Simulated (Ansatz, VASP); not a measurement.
## AlSn: VASP beside Ansatz

Contents of INCAR:

```
SYSTEM = AlSn
  PREC = Accurate
  ENCUT = 500
  EDIFF = 1E-6
  ISMEAR = -1
  SIGMA = 0.05
  LREAL = .FALSE.
  LASPH = .TRUE.
  NELM = 120
  ALGO = Normal
  ISIF = 2
  LWAVE = .FALSE.
  LCHARG = .FALSE.
  GGA = PS
  NBANDS = 16
  GGA_COMPAT = .FALSE.
```

KPOINTS

```
Automatic mesh
0
G
  6 6 7
  0 0 0
```

File POSCAR:

```
AlSn
1.0
    4.1141435034      0.0000000000      0.0000000000
   -2.0570717516      3.5629527887      0.0000000000
    0.0000000000      0.0000000000      3.3068470000
Sn Al
1 1
Direct
    0.3333333333      0.6666666667      0.5000000000
    0.0000000000      0.0000000000      0.0000000000
```

Contents of input.yaml:

```yaml
crystal:
  lattice:
    - [4.1141435034, 0.0, 0.0]
    - [-2.0570717516, 3.5629527887, 0.0]
    - [0.0, 0.0, 3.306847]
  atoms:
    - { symbol: Sn, position: [0.3333333333, 0.6666666667, 0.5] }
    - { symbol: Al, position: [0.0, 0.0, 0.0] }
hamiltonian:
  xc: pbesol
  pseudopotentials: { kind: paw }
kpoints:
  mp_grid: { grid: [6, 6, 7] }
  band_path:
    path:
      - [[0.0, 0.0, 0.0], [0.5, 0.0, 0.0], [0.3333333333, 0.3333333333, 0.0], [0.0, 0.0, 0.0], [0.0, 0.0, 0.5], [0.5, 0.0, 0.5], [0.3333333333, 0.3333333333, 0.5], [0.0, 0.0, 0.5]]
      - [[0.5, 0.0, 0.5], [0.5, 0.0, 0.0]]
      - [[0.3333333333, 0.3333333333, 0.0], [0.3333333333, 0.3333333333, 0.5]]
    npoints: 14
scf:
  occupations: { method: fermi_dirac, width: 0.05 }
  n_extra_bands: 6
output:
  forces: true
  stress: true
  eigenvalues: true
  fatbands: false
```

Alike in both runs: functional PBEsol; k mesh 6 × 6 × 7; occupations fermi-dirac, width 0.05 eV; no spin polarisation.

|  | VASP | Ansatz |
| --- | --- | --- |
| version | VASP 6.6.1 | Ansatz 0.2.0 |
| potentials or method | VASP PAW PBE potentials, release 64 (Sn_d, Al) | Ansatz PAW |
| plane-wave cutoff (eV) | 500 | 420 |
| valence electrons in the cell | 17 | 17 |
| task | single point | band structure |

```csv
,VASP,Ansatz,Ansatz less VASP
gap on the k mesh at the Fermi level (eV),none,none,-
pressure (GPa),-0.4,-0.4,+0.05
"traceless stress, the component that is largest in VASP (GPa)",-3.15,-3.15,-0.003
```

VASP's potentials were made for PBE, not for PBEsol. A gap of «none» marks a metal or a gap that the smearing closes.
